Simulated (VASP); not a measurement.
Write the native input for VASP 6.6.1 that does the following.

```
Task                   : single point
Functional             : PBE
Potentials or basis    : VASP PAW PBE potentials, release 64 (Ta_pv)
Cutoff                 : 520 eV
k mesh                 : 20 × 20 × 20
Occupations            : gaussian, width 0.15 eV
Spin                   : no spin polarisation
Dipole correction      : no
Further INCAR settings : ALGO = Fast; EDIFF = 1e-06; NBANDS = 12
```

The structure of Ta lies in POSCAR:

```
Ta
1.0
   -1.7255876000      1.7255876000      1.6512800000
    1.7255876000     -1.7255876000      1.6512800000
    1.7255876000      1.7255876000     -1.6512800000
Ta
1
Direct
    0.0000000000      0.0000000000      0.0000000000
```

This cell differs from its parent crystal: strain +0.0450 x Voigt [1, 1, 0, 0, 0, 0].

These files were run (other wordings do the same):

INCAR

```
PREC = Accurate
ENCUT = 520
EDIFF = 1E-6
ISMEAR = 0
SIGMA = 0.15
LREAL = F
LASPH = T
NELM = 80
ALGO = Fast
ISIF = 2
LWAVE = F
LCHARG = T
GGA = PE
LELF = T
LVHAR = T
NBANDS = 12
```

KPOINTS

```
Automatic mesh
0
Gamma
  20 20 20
```

Potentials or basis: VASP PAW PBE potentials, release 64 (Ta_pv).

Launch:

```bash
$ cat potpaw_PBE.64/Ta_pv/POTCAR > POTCAR
$ mpirun -np 1 vasp_std > vasp.out
```

Results of the run:

| Quantity | Value |
| --- | --- |
| Pressure | -12.2 GPa |
| Band gap on the k mesh | zero (an odd number of electrons rules out a gap without spin polarisation) |

Caveat: the cell differs from its parent crystal (strain +0.0450 x Voigt [1, 1, 0, 0, 0, 0]); the cell stands under tension; spin-orbit coupling is left out, which moves the levels of the heavy elements.

Wall time 3.1 min on 1 thread of Intel Xeon 8259CL, with other jobs on the host, peak memory 0.26 GiB.
